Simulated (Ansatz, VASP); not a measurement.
Si3Se2: VASP beside Ansatz

```xyz
10
Lattice="3.6206 2.0904 6.1516 -3.6206 2.0904 6.1516 0.0000 -4.1807 6.1516" Properties=species:S:1:pos:R:3 pbc="T T T"
Si   -1.9499   -2.0904    7.6894
Si    2.7853   -0.6435    7.6894
Si   -0.8354    2.7338    7.6894
Si    1.9499    2.0904   10.7652
Si   -2.7853    0.6435   10.7652
Si    0.8354   -2.7338   10.7652
Se    0.0000    0.0000   15.6604
Se    0.0000    0.0000   12.0216
Se    0.0000    0.0000    2.7942
Se    0.0000    0.0000    6.4331
```

Alike in both runs: functional PBE; k mesh 3 × 3 × 3; occupations gaussian, width 0.1 eV; no spin polarisation.

Ansatz relaxed the structure, and its values are those at the end. VASP's run is a single point on that final structure, the one shown.

```csv
,VASP,Ansatz
version,VASP 6.6.1,Ansatz 0.2.0
potentials or method,"VASP PAW PBE potentials, release 64 (Si, Se), cutoff 520 eV","scalar-relativistic, plane waves, PAW"
valence electrons in the cell,48,88
```

Ansatz gave:

```
gap on the k mesh at the Fermi level (eV) : 0.20
least direct gap on the mesh (eV)         : 0.47
pressure (GPa)                            : 0.2
rms of the force components (eV/Å)        : 0.003
```

Question: Estimate VASP's values.

Answer: gap on the k mesh at the Fermi level (eV): 0.20; least direct gap on the mesh (eV): 0.47; pressure (GPa): 0.2; rms of the force components (eV/Å): 0.004.

VASP's potentials hold 48 valence electrons a cell and Ansatz's 88, so a difference there can come from the potentials and not from the codes.
